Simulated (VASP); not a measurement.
Here is a VASP 6.6.1 calculation.

INCAR

```
SYSTEM = KI
ALGO = Normal ; EDIFF = 1E-6
ENCUT = 500 ; GGA = PE
GGA_COMPAT = .FALSE. ; ISIF = 2
ISMEAR = 0 ; LASPH = .TRUE.
LCHARG = .FALSE. ; LREAL = .FALSE.
LWAVE = .FALSE. ; NBANDS = 15
NELM = 120 ; PREC = Accurate
SIGMA = 0.01
```

KPOINTS

```
k-points
0
G
  2 2 2
  0 0 0
```

Contents of POSCAR:

```
KI
1.0
    0.0000000000      3.9658942500      3.9658942500
    3.9658942500      0.0000000000      3.9658942500
    3.9658942500      3.9658942500      0.0000000000
K I
1 1
Direct
    0.0000000000      0.0000000000      0.0000000000
    0.2500000000      0.2500000000      0.2500000000
```

Potentials or basis: VASP PAW PBE potentials, release 64 (K_sv, I).

Launch:

```console
$ cat potpaw_PBE.64/K_sv/POTCAR potpaw_PBE.64/I/POTCAR > POTCAR
$ mpirun -np 1 vasp_std > vasp.out
```

(1) Predict the pressure.

(2) Estimate the band gap on the k mesh.

## Answers

(1) 0.3 GPa.

(2) 3.91 eV.

Caveat: the k points lie up to 0.69 Å⁻¹ apart; spin-orbit coupling is left out, which moves the levels of the heavy elements.
